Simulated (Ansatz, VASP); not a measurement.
# GaN in VASP and in Ansatz

Contents of INCAR:

```
PREC = Accurate
ENCUT = 520
EDIFF = 1E-6
ISMEAR = 0
SIGMA = 0.01
LREAL = False
LASPH = True
NELM = 60
ALGO = Normal
ISIF = 2
LWAVE = False
LCHARG = False
GGA = CA
NBANDS = 16
```

Contents of KPOINTS:

```
Automatic mesh
0
Gamma
  10 10 10
```

File POSCAR:

```
GaN
1.0
    2.2277045003      2.2277045003      0.0000000000
   -2.2277045003      2.2277045003      0.0000000000
    0.0000000000      2.2277045003      2.2277045003
Ga N
1 1
Direct
    0.0000000000      0.0000000000      0.0000000000
    0.2500000000      0.7500000000      0.5000000000
```

Input for Ansatz:

```yaml
crystal:
  lattice:
    - [2.22770450026, 2.22770450026, 0.0]
    - [-2.22770450026, 2.22770450026, 0.0]
    - [0.0, 2.22770450026, 2.22770450026]
  atoms:
    - { symbol: Ga, position: [0.0, 0.0, 0.0] }
    - { symbol: "N", position: [0.25, 0.75, 0.5] }
kpoints:
  mp_grid: { grid: [10, 10, 10] }
scf:
  occupations: { method: fixed }
  convergence: { dr2_threshold: 1.0e-10 }
hamiltonian:
  xc: lda
  pseudopotentials: { kind: all_electron, lapw: { basis_error: 0.0005 } }
output:
  forces: true
  stress: true
  eigenstates:
    kpoints:
      - [0.0, 0.0, 0.0]
      - [-0.5, -0.5, -0.5]
      - [-0.5, 0.5, 0.0]
      - [0.0, 0.0, -0.5]
      - [0.0, -0.5, -0.5]
      - [0.0, 0.5, 0.0]
      - [-0.5, 0.0, 0.0]
      - [-0.5, 0.0, -0.5]
  eigenvalues: true
```

Change from the starting cell: unstrained.

Alike in both runs: task single point; functional LDA; k mesh 10 × 10 × 10; no spin polarisation.

```csv
,VASP,Ansatz
version,VASP 6.6.1,Ansatz 0.2.0
potentials or method,"VASP PAW LDA potentials, release 64 (Ga_d, N), cutoff 520 eV","all-electron LAPW, scalar-relativistic"
occupations,"gaussian, width 0.01 eV",fixed
```

```tsv
	VASP	Ansatz	Ansatz less VASP
gap on the k mesh at the Fermi level (eV)	1.97	1.96	-0.010
pressure (GPa)	1.1	0.2	-0.92
```

LDA's correlation is that of Perdew and Zunger in VASP and of Perdew and Wang (1992) in Ansatz. Ansatz ran all-electron here, and VASP with PAW potentials.
